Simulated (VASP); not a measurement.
# Be (Fm-3m) in VASP: a series of runs, part 2 of 2

VASP 6.6.1. The steps go on from the part before.

## Step 5: Relaxation of cell and atoms, PBE, target pressure 420 GPa, at which the enthalpy is minimised

INCAR

```
ALGO = Normal
EDIFF = 1E-6
EDIFFG = -0.005
ENCUT = 600
GGA = PE
IBRION = 2
ISIF = 3
ISMEAR = -1
LASPH = T
LCHARG = F
LREAL = F
LWAVE = F
NELM = 80
NSW = 32
PREC = Accurate
PSTRESS = 4200.0
SIGMA = 0.08
```

KPOINTS

```
k-points
0
Gamma
  27 27 27
```

POSCAR

```
Be
1.0
    0.0000000000      1.1904707108      1.1904707108
    1.1904707108      0.0000000000      1.1904707108
    1.1904707108      1.1904707108      0.0000000000
Be
1
Direct
    0.0000000000      0.0000000000      0.0000000000
```

Potentials or basis: VASP PAW PBE potentials, release 64 (Be).

The run is started by

```sh
cat potpaw_PBE.64/Be/POTCAR > POTCAR
mpirun -np 1 vasp_std > vasp.out
```

OUTCAR:

```text
EDIFF = 1E-6
   EDIFFG = -0.005
   ENCUT = 600
   GGA = PE
   IBRION = 2
   ISIF = 3
   ISMEAR = -1
   LASPH = T
   LREAL = F
   NELM = 80
   NSW = 32
   PREC = Accurate
   PSTRESS = 4200.0

 ion  position               nearest neighbor table
   1  0.000  0.000  0.000-

  LATTYP: Found a face centered cubic cell.
 ALAT       =     2.3809414216

  Lattice vectors:

 A1 = (   0.0000000000,   1.1904707108,   1.1904707108)
 A2 = (   1.1904707108,   0.0000000000,   1.1904707108)
 A3 = (   1.1904707108,   1.1904707108,   0.0000000000)

Analysis of symmetry for initial positions (statically):
=====================================================================
 Subroutine PRICEL returns:
 Original cell was already a primitive cell.

 Routine SETGRP: Setting up the symmetry group for a
 face centered cubic supercell.

 Subroutine GETGRP returns: Found 48 space group operations
[... 166 lines left out ...]
------------------------ aborting loop because EDIFF is reached ----------------------------------------

  FORCE on cell =-STRESS in cart. coord.  units (eV):
  Direction    XX          YY          ZZ          XY          YZ          ZX
  --------------------------------------------------------------------------------------
  -------------------------------------------------------------------------------------
  Total        8.9140876      8.9140876      8.9140876     -0.0000000     -0.0000000     -0.0000000
  in kB     4232.5426168   4232.5426168   4232.5426168     -0.0000000     -0.0000000     -0.0000000
  external PRESSURE =      32.5426168 kB  Pullay stress =    4200.0000000 kB
[... 61 lines left out ...]
--------------------------------------- Ionic step        3  -------------------------------------------

 number of electron       2.0000000 magnetization

 Free energy of the ion-electron system (eV)
  ---------------------------------------------------
  ext. energy  EPLUGINS =         0.00000000
  ---------------------------------------------------
  free energy    TOTEN  =        -0.54588085 eV

  energy without entropy =       -0.54514299  energy(sigma->0) =       -0.54551192

 E-fermi :  17.0601     XC(G=0): -13.7808

 val. band max:       17.0073524365   @ k =  -0.2963   0.4815   0.2222
 cond. band min:      17.1656648145   @ k =  -0.3333   0.4074   0.0741
 fundamental gap:      0.1583123780
 Fermi energy:        17.0601144133

 k-point     1 :       0.0000    0.0000    0.0000
  band No.  band energies     occupation
      1       0.7970      2.00000
      2      54.7500      0.00000
      3      54.7500      0.00000
      4      54.7500      0.00000
      5      67.2633      0.00000
[... 177 lines left out ...]
 k-point    24 :       0.3704    0.0370    0.0000
  band No.  band energies     occupation
      1       5.1856      2.00000
      2      26.7879      0.00000
      3      47.9423      0.00000
      4      50.3142      0.00000
      5      60.9882      0.00000

 [... further k-points ...]

------------------------ aborting loop because EDIFF is reached ----------------------------------------

  FORCE on cell =-STRESS in cart. coord.  units (eV):
  Direction    XX          YY          ZZ          XY          YZ          ZX
  --------------------------------------------------------------------------------------
  -------------------------------------------------------------------------------------
  Total        8.8700742      8.8700742      8.8700742     -0.0000000      0.0000000     -0.0000000
  in kB     4200.4256046   4200.4256046   4200.4256046     -0.0000000      0.0000000     -0.0000000
  external PRESSURE =       0.4256046 kB  Pullay stress =    4200.0000000 kB
[... 20 lines left out ...]
  energy  without entropy=       -0.5451429899  energy(sigma->0) =       -0.54551192

  enthalpy is  TOTEN    =         8.3232946426 eV   P V=        8.8691754891

 reached required accuracy - stopping structural energy minimisation
```

CONTCAR:

```text
Be
   1.00000000000000
    -0.0000000000000000    1.1915296345154422    1.1915296345154422
     1.1915296345154422    0.0000000000000000    1.1915296345154422
     1.1915296345154422    1.1915296345154422   -0.0000000000000000
  Be
     1
Direct
     0.0000000000000000    0.0000000000000000    0.0000000000000000

  0.00000000E+00  0.00000000E+00  0.00000000E+00
```

Run time: 16 s. Hardware: 1 thread of Intel Xeon 8259CL, shared host; peak memory 0.12 GiB.

Results:

| Property | Result |
| --- | --- |
| Free energy | -0.5459 eV |
| Relaxed volume | 3.38 Å³/atom |
| Relaxed cell | a = 1.685 Å, b = 1.685 Å, c = 1.685 Å, α = 60.00°, β = 60.00°, γ = 60.00° |
| Space group after relaxing (to 0.1 Å) | Fm-3m (No. 225) |
| Energy change on relaxing (the run minimises the enthalpy) | -23.7 meV/atom |
| Ionic steps | 3 |
| Pressure after relaxing | 420.0 GPa |
| Band gap on the k mesh | zero (bands 1 and 2 overlap by 1.42 eV) |

The path:
```
step  energy change (eV)  largest force (eV/Å)  pressure (GPa)  volume (Å³)
   1              0.0000                0.0000          423.25         3.37
   2             -0.0875                0.0000          411.49         3.41
   3             -0.0237                0.0000          420.04         3.38
```

Final structure:
```xyz
1
Lattice="0.0000 1.1915 1.1915 1.1915 0.0000 1.1915 1.1915 1.1915 0.0000" Properties=species:S:1:pos:R:3 pbc="T T T"
Be    0.0000    0.0000    0.0000
```

Caveat: the cell is relaxed towards a set pressure, so the run minimises the enthalpy, not the energy.

## Step 6: Summary

```tsv
task	cell	cutoff (eV)	gap on the mesh (eV)	pressure (GPa)
single point	a = 1.684 Å, angles 60.0°, 1 atom	520	none	423.3
single point	a = 1.683 Å, angles 60.0°, 1 atom	520	none	424.1
relaxation of cell and atoms	relaxed to 420 GPa from a = 1.684 Å, angles 60.0°, 1 atom	600	none	420.0
```

Alike in all rows: level PBE; potentials or basis VASP PAW PBE potentials, release 64 (Be); no spin polarisation; k mesh 27 × 27 × 27; smearing fermi-dirac 0.08 eV.

Caveats: the cell stands under pressure (at least some runs); the cell is relaxed towards a set pressure, so the run minimises the enthalpy, not the energy (at least some runs).

Absolute energies hang on the potentials; compare differences alone.
